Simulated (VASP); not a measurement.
A run of VASP 6.6.1:

The input INCAR:

```
SYSTEM = Mg3CdSe4
ALGO = Normal ; EDIFF = 1E-7
ENCUT = 520 ; GGA = PE
ISIF = 2 ; ISMEAR = 0
LASPH = .True. ; LCHARG = .False.
LREAL = .False. ; LWAVE = .False.
NBANDS = 31 ; NELM = 60
PREC = Accurate ; SIGMA = 0.02
```

File KPOINTS:

```
k-points
0
Gamma
  6 6 6
  0 0 0
```

Contents of POSCAR:

```
Mg3CdSe4
1.0
    6.0433029825      0.0000000000      0.0000000000
    0.0000000000      6.0433029825      0.0000000000
    0.0000000000      0.0000000000      6.0433029825
Mg Cd Se
3 1 4
Direct
    0.0000000000      0.0000000000      0.5000000000
    0.0000000000      0.5000000000      0.0000000000
    0.5000000000      0.0000000000      0.0000000000
    0.5000000000      0.5000000000      0.5000000000
    0.7557860751      0.7557860751      0.2442139249
    0.7557860751      0.2442139249      0.7557860751
    0.2442139249      0.7557860751      0.7557860751
    0.2442139249      0.2442139249      0.2442139249
```

Potentials or basis: VASP PAW PBE potentials, release 64 (Mg, Cd, Se).

The run is started by

```console
$ cat potpaw_PBE.64/Mg/POTCAR potpaw_PBE.64/Cd/POTCAR potpaw_PBE.64/Se/POTCAR > POTCAR
$ mpirun -np 1 vasp_std > vasp.out
```

Hardware: 1 thread of Intel Xeon 8259CL, with other jobs on the host.

Question: How long does it take, and how much memory?

Answer: It took 3.7 min on 1 thread of Intel Xeon 8259CL, with other jobs on the host, peak memory 0.4 GiB. Counts: scf iterations 16, k points 20.
